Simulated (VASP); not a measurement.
# BaS (F-43m) in VASP: further runs

Runs on BaS. Level: PBE. Tasks: single point.

Program: VASP 6.6.1. These are calculated values, not measurements. Logs are shortened: lines on timing, memory, paths and dates and some standing lists are left out, and cuts for length are marked.

## Step 1: The cell of the first run

Symmetry: F-43m, No. 216, cubic system. Conventional cell: a = 6.657 Å, b = 6.657 Å, c = 6.657 Å, α = 90.00°, β = 90.00°, γ = 90.00°. Ba (site symmetry -43m) has 4 S at 2.88 Å within 3.8 Å. S (site symmetry -43m) has 4 Ba at 2.88 Å within 3.8 Å.

## Step 2: Single point, PBE (Be replaced by Ba, lengths x 1.355, strained)

INCAR

```
PREC = Accurate
ENCUT = 500
EDIFF = 1E-6
ISMEAR = 0
SIGMA = 0.1
LREAL = F
LASPH = T
NELM = 120
ALGO = Normal
ISIF = 2
LWAVE = F
LCHARG = F
GGA = PE
NBANDS = 15
GGA_COMPAT = F
```

KPOINTS

```
Automatic mesh
0
Gamma
  6 6 6
```

POSCAR

```
BaS
1.0
    0.0000000000      3.3284183313      3.3284183313
    3.3284183313      0.0000000000      3.3284183313
    3.3284183313      3.3284183313      0.0000000000
Ba S
1 1
Direct
    0.0000000000      0.0000000000      0.0000000000
    0.7500000000      0.7500000000      0.7500000000
```

Potentials or basis: VASP PAW PBE potentials, release 64 (Ba_sv, S).

Started as:

```bash
$ cat potpaw_PBE.64/Ba_sv/POTCAR potpaw_PBE.64/S/POTCAR > POTCAR
$ mpirun -np 1 vasp_std > vasp.out
```

OUTCAR:

```text
PREC = Accurate
   ENCUT = 500
   EDIFF = 1E-6
   ISMEAR = 0
   LREAL = F
   LASPH = T
   NELM = 120
   ISIF = 2
   GGA = PE

 ion  position               nearest neighbor table
   1  0.000  0.000  0.000-   2 2.88   2 2.88   2 2.88   2 2.88
   2  0.750  0.750  0.750-   1 2.88   1 2.88   1 2.88   1 2.88

  LATTYP: Found a face centered cubic cell.
 ALAT       =     6.6568366626

  Lattice vectors:

 A1 = (   0.0000000000,   3.3284183313,   3.3284183313)
 A2 = (   3.3284183313,   0.0000000000,   3.3284183313)
 A3 = (   3.3284183313,   3.3284183313,   0.0000000000)

Analysis of symmetry for initial positions (statically):
=====================================================================
 Subroutine PRICEL returns:
 Original cell was already a primitive cell.

 Routine SETGRP: Setting up the symmetry group for a
 face centered cubic supercell.

 Subroutine GETGRP returns: Found 24 space group operations
 (whereof 24 operations were pure point group operations)
 out of a pool of 48 trial point group operations.

The static configuration has the point symmetry T_d .

Analysis of symmetry for dynamics (positions and initial velocities):
=====================================================================
 Subroutine PRICEL returns:
 Original cell was already a primitive cell.

 Routine SETGRP: Setting up the symmetry group for a
 face centered cubic supercell.

 Subroutine GETGRP returns: Found 24 space group operations
 (whereof 24 operations were pure point group operations)
 out of a pool of 48 trial point group operations.

The dynamic configuration has the point symmetry T_d .

 Subroutine INISYM returns: Found 24 space group operations
 (whereof 24 operations are pure point group operations),
 and found     1 'primitive' translations

----------------------------------------------------------------------------------------

                                     Primitive cell

  volume of cell :      73.7469

  direct lattice vectors                    reciprocal lattice vectors
     0.000000000  3.328418331  3.328418331    -0.150221502  0.150221502  0.150221502
     3.328418331  0.000000000  3.328418331     0.150221502 -0.150221502  0.150221502
     3.328418331  3.328418331  0.000000000     0.150221502  0.150221502 -0.150221502

  length of vectors
     4.707094345  4.707094345  4.707094345     0.260191273  0.260191273  0.260191273

  position of ions in fractional coordinates (direct lattice)
     0.000000000  0.000000000  0.000000000
     0.750000000  0.750000000  0.750000000

  ion indices of the primitive-cell ions
   primitive index   ion index
                 1           1
                 2           2

----------------------------------------------------------------------------------------

 KPOINTS: Automatic mesh

Automatic generation of k-mesh.
 Grid dimensions read from file:
 generate k-points for:    6    6    6

 Generating k-lattice:

  Cartesian coordinates                     Fractional coordinates (reciprocal lattice)
    -0.025036917  0.025036917  0.025036917     0.166666667  0.000000000  0.000000000
     0.025036917 -0.025036917  0.025036917     0.000000000  0.166666667  0.000000000
     0.025036917  0.025036917 -0.025036917     0.000000000  0.000000000  0.166666667

  Length of vectors
     0.043365212  0.043365212  0.043365212

  Shift w.r.t. Gamma in fractional coordinates (k-lattice)
     0.000000000  0.000000000  0.000000000

 Subroutine IBZKPT returns following result:
 ===========================================

 Found     16 irreducible k-points:

 Following reciprocal coordinates:
            Coordinates               Weight
  0.000000  0.000000  0.000000      1.000000
  0.166667  0.000000  0.000000      8.000000
  0.333333  0.000000  0.000000      8.000000
  0.500000  0.000000  0.000000      4.000000
  0.166667  0.166667  0.000000      6.000000
  0.333333  0.166667  0.000000     24.000000
[... 8 lines left out ...]
 -0.333333  0.333333  0.166667     24.000000
 -0.333333  0.500000  0.166667     12.000000
   k-points           NKPTS =     16   k-points in BZ     NKDIM =     16   number of bands    NBANDS=     15
   number of dos      NEDOS =    301   number of ions     NIONS =      2
   total plane-waves  NPLWV =  46656
   dimension x,y,z NGX =    36 NGY =   36 NGZ =   36
   dimension x,y,z NGXF=    72 NGYF=   72 NGZF=   72
   ions per type =               1   1
   NGX,Y,Z   is equivalent  to a cutoff of  12.71, 12.71, 12.71 a.u.
   NGXF,Y,Z  is equivalent  to a cutoff of  25.43, 25.43, 25.43 a.u.
 SYSTEM =  unknown system
   PREC   = accura    normal or accurate (medium, high low for compatibility)
   ISTART =      0    job   : 0-new  1-cont  2-samecut
   ICHARG =      2    charge: 1-file 2-atom 10-const
   ISPIN  =      1    spin polarized calculation?
   LNONCOLLINEAR =      F non collinear calculations
   LSORBIT =      F    spin-orbit coupling
   LASPH  =      T    aspherical Exc in radial PAW
   ENCUT  =  500.0 eV  36.75 Ry    6.06 a.u.   8.58  8.58  8.58*2*pi/ulx,y,z
   NELM   =    120;   NELMIN=  2; NELMDL= -5     # of ELM steps
   EDIFF  = 0.1E-05   stopping-criterion for ELM
   LREAL  =      F    real-space projection
   EDIFFG = 0.1E-04   stopping-criterion for IOM
   NSW    =      0    number of steps for IOM
   IBRION =     -1    ionic relax: 0-MD 1-quasi-New 2-CG
   NFREE  =      0    steps in history (QN), initial steepest desc. (CG)
   ISIF   =      2    stress and relaxation
   ISYM   =      2    0-nonsym 1-usesym 2-fastsym
   POTIM  = 0.5000    time-step for ionic-motion
   TEBEG  =    0.0;   TEEND  =   0.0 temperature during run
   PSTRESS=    0.0 pullay stress
   NELECT =      16.0000    total number of electrons
   NUPDOWN=      -1.0000    fix difference up-down
   EMIN   =  10.00;   EMAX   =-10.00  energy-range for DOS
   EFERMI =   0.00;   METHOD = LEGACY
   ISMEAR =     0;   SIGMA  =   0.10  broadening in eV -4-tet -1-fermi 0-gaus
   EFERMI_NEDOS =   21; number of points for ismear=-14 and -15
   IALGO  =     38    algorithm
   IMIX   =      4    mixing-type and parameters
     AMIX     =   0.40;   BMIX     =  1.00
     AMIX_MAG =   1.60;   BMIX_MAG =  1.00
  volume/ion in A,a.u.               =      36.87       248.83
  Fermi-wavevector in a.u.,A,eV,Ry     =   0.983710  1.858942 13.166149  0.967685
  Thomas-Fermi vector in A             =   2.114888
   LORBIT       =      0    0 simple, 1 ext, 2 COOP (PROOUT), +10 PAW based schemes
   GGA     = PE    functional components
   LHFCALC =     F    Hartree Fock is set to
   AEXX    =    0.0000 exact exchange contribution
   IVDW    =     0    specifies the selected vdW correction
   LEPSILON=     F    determine dielectric tensor
   LRPA    =     F    only Hartree local field effects (RPA)
 non-spin polarized calculation
 Gauss-broadening in eV      SIGMA  =   0.10
  energy-cutoff  :      500.00
  volume of cell :       73.75
 maximum number of plane-waves:      1895
 NGX is ok and might be reduce to    36
   NGX = 17   NGY = 17   NGZ = 17

 number of electron      16.0000000 magnetization

 Free energy of the ion-electron system (eV)
  ---------------------------------------------------
  ext. energy  EPLUGINS =         0.00000000
  ---------------------------------------------------
  free energy    TOTEN  =        -9.45216218 eV

  energy without entropy =       -9.45216218  energy(sigma->0) =       -9.45216218

 E-fermi :   1.1380     XC(G=0):  -7.8150

 val. band max:        0.6035896835   @ k =   0.5000   0.5000   0.0000
 cond. band min:       3.5852632732   @ k =   0.0000   0.0000   0.0000
 fundamental gap:      2.9816735896
 Fermi energy:         1.1380087640

 k-point     1 :       0.0000    0.0000    0.0000
  band No.  band energies     occupation
      1     -25.0845      2.00000
      2     -10.3051      2.00000
      3     -10.3051      2.00000
      4     -10.3051      2.00000
      5      -9.6001      2.00000
      6      -0.4362      2.00000
      7      -0.4362      2.00000
      8      -0.4362      2.00000
      9       3.5853      0.00000
     10       5.8015      0.00000
     11       5.8015      0.00000
     12       8.1111      0.00000
     13       8.1111      0.00000
     14       8.1111      0.00000
     15      11.7045      0.00000

 k-point     2 :       0.1667    0.0000    0.0000
  band No.  band energies     occupation
      1     -25.0755      2.00000
      2     -10.8040      2.00000
      3     -10.3245      2.00000
      4     -10.3245      2.00000
      5      -9.1052      2.00000
      6      -0.4691      2.00000
      7      -0.3349      2.00000
      8      -0.3349      2.00000
      9       4.2347      0.00000
     10       5.5698      0.00000
     11       5.5698      0.00000
     12       7.7888      0.00000
     13       8.6897      0.00000
     14       8.6897      0.00000
     15       9.9465      0.00000

 k-point     3 :       0.3333    0.0000    0.0000
  band No.  band energies     occupation
      1     -25.0573      2.00000
      2     -11.3302      2.00000
      3     -10.3624      2.00000
      4     -10.3624      2.00000
      5      -8.6080      2.00000
      6      -0.2888      2.00000
      7      -0.1489      2.00000
      8      -0.1489      2.00000
      9       5.1410      0.00000
     10       5.6471      0.00000
     11       5.6471      0.00000
     12       7.1758      0.00000
     13       8.3646      0.00000
     14       8.3646      0.00000
     15       8.7957      0.00000

 k-point     4 :       0.5000    0.0000    0.0000
  band No.  band energies     occupation
      1     -25.0482      2.00000
      2     -11.5254      2.00000
      3     -10.3811      2.00000
      4     -10.3811      2.00000
      5      -8.4384      2.00000
      6      -0.0686      2.00000
      7      -0.0666      2.00000
      8      -0.0666      2.00000
      9       5.2598      0.00000
     10       6.1189      0.00000
     11       6.1189      0.00000
     12       6.3801      0.00000
     13       7.4221      0.00000
     14       7.4221      0.00000
     15      10.2525      0.00000
[... 163 lines left out ...]
 k-point    14 :       0.5000    0.3333    0.1667
  band No.  band energies     occupation
      1     -25.0453      2.00000
      2     -11.4963      2.00000
      3     -10.5217      2.00000
      4     -10.4273      2.00000
      5      -8.2698      2.00000
      6      -0.5018      2.00000
      7       0.0774      2.00000
      8       0.2875      2.00000
      9       4.4241      0.00000
     10       5.2105      0.00000
     11       6.5492      0.00000
     12       7.9057      0.00000
     13       8.2434      0.00000
     14       8.6879      0.00000
     15       9.9139      0.00000

 k-point    15 :      -0.3333    0.3333    0.1667
  band No.  band energies     occupation
      1     -25.0392      2.00000
      2     -11.5836      2.00000
      3     -10.5731      2.00000
      4     -10.4546      2.00000
      5      -8.1368      2.00000
      6      -0.2188      2.00000
      7      -0.0737      2.00000
      8       0.4346      2.00000
      9       4.1671      0.00000
     10       5.1550      0.00000
     11       6.4512      0.00000
     12       7.9971      0.00000
     13       8.3568      0.00000
     14       9.0716      0.00000
     15      10.6609      0.00000

 k-point    16 :      -0.3333    0.5000    0.1667
  band No.  band energies     occupation
      1     -25.0362      2.00000
      2     -11.6281      2.00000
      3     -10.5586      2.00000
      4     -10.4991      2.00000
      5      -8.0762      2.00000
      6      -0.5248      2.00000
      7       0.2216      2.00000
      8       0.5995      2.00000
      9       4.0045      0.00000
     10       5.0501      0.00000
     11       6.9560      0.00000
     12       7.4404      0.00000
     13       8.6219      0.00000
     14      10.2009      0.00000
     15      10.4668      0.00000

------------------------ aborting loop because EDIFF is reached ----------------------------------------

  FORCE on cell =-STRESS in cart. coord.  units (eV):
  Direction    XX          YY          ZZ          XY          YZ          ZX
  --------------------------------------------------------------------------------------
  -------------------------------------------------------------------------------------
  Total        3.2953173      3.2953173      3.2953173      0.0000000      0.0000000     -0.0000000
  in kB       71.5919367     71.5919367     71.5919367      0.0000000      0.0000000     -0.0000000
  external PRESSURE =      71.5919367 kB  Pullay stress =       0.0000000 kB

 VOLUME and BASIS-vectors are now :
 -----------------------------------------------------------------------------
  energy-cutoff  :      500.00
  volume of cell :       73.75
      direct lattice vectors                 reciprocal lattice vectors
     0.000000000  3.328418331  3.328418331    -0.150221502  0.150221502  0.150221502
     3.328418331  0.000000000  3.328418331     0.150221502 -0.150221502  0.150221502
     3.328418331  3.328418331  0.000000000     0.150221502  0.150221502 -0.150221502

 POSITION                                       TOTAL-FORCE (eV/Angst)
 -----------------------------------------------------------------------------------
      0.00000      0.00000      0.00000         0.000000      0.000000      0.000000
      4.99263      4.99263      4.99263        -0.000000     -0.000000     -0.000000
 -----------------------------------------------------------------------------------
    total drift:                                0.000000      0.000000      0.000000

  FREE ENERGIE OF THE ION-ELECTRON SYSTEM (eV)
  ---------------------------------------------------
  free  energy   TOTEN  =        -9.4521621757 eV

  energy  without entropy=       -9.4521621757  energy(sigma->0) =       -9.45216218
```

It took 24 s on 1 thread of Intel Xeon 8259CL, shared host; peak memory 0.21 GiB.

Results:

* Free energy: -9.4522 eV
* Pressure: 7.2 GPa
* Band gap on the k mesh: 2.98 eV (least direct gap 3.40 eV)

Caveat: the cell differs from its parent crystal (Be replaced by Ba, lengths x 1.355, strained); the cell stands under pressure; spin-orbit coupling is left out, which moves the levels of the heavy elements. A k mesh can miss the band edges.

[end of part 1 of 2]
